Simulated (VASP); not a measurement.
The system is Nb.

```
Nb
1.0
    -1.65035    1.65035    1.65035
     1.65035   -1.65035    1.65035
     1.65035    1.65035   -1.65035
Nb
1
Cartesian
  0.0000 0.0000 0.0000
```

| Property | Result |
| --- | --- |
| Program | VASP 6.6.1 |
| Task | relaxation of cell and atoms |
| Functional | PBEsol |
| Potentials or basis | VASP PAW PBE potentials, release 64 (Nb_sv) |
| Cutoff | 600 eV |
| k mesh | 18 × 18 × 18 |
| Occupations | fermi-dirac, width 0.1 eV |
| Spin | no spin polarisation |

At the start: pressure -4.5 GPa; volume 17.98 Å³/atom.

Where does the relaxation end?

Over 4 steps the energy falls by 6.7 meV/atom and the volume is 17.51 Å³/atom (-2.6 %); space group Im-3m (No. 229, to 0.1 Å) before and after.

Step by step:
```
step  energy change (eV)  largest force (eV/Å)  pressure (GPa)  volume (Å³)
   1              0.0000                0.0000           -4.55        17.98
   2              0.0172                0.0000            9.54        16.68
   3             -0.0067                0.0000           -0.10        17.52
   4             -0.0067                0.0000            0.01        17.51
```

Final structure:
```xyz
1
Lattice="-1.6360 1.6360 1.6360 1.6360 -1.6360 1.6360 1.6360 1.6360 -1.6360" Properties=species:S:1:pos:R:3 pbc="T T T"
Nb    0.0000    3.2719    0.0000
```

Caveat: the PAW data sets were made with another functional, which shifts forces and pressure a little.
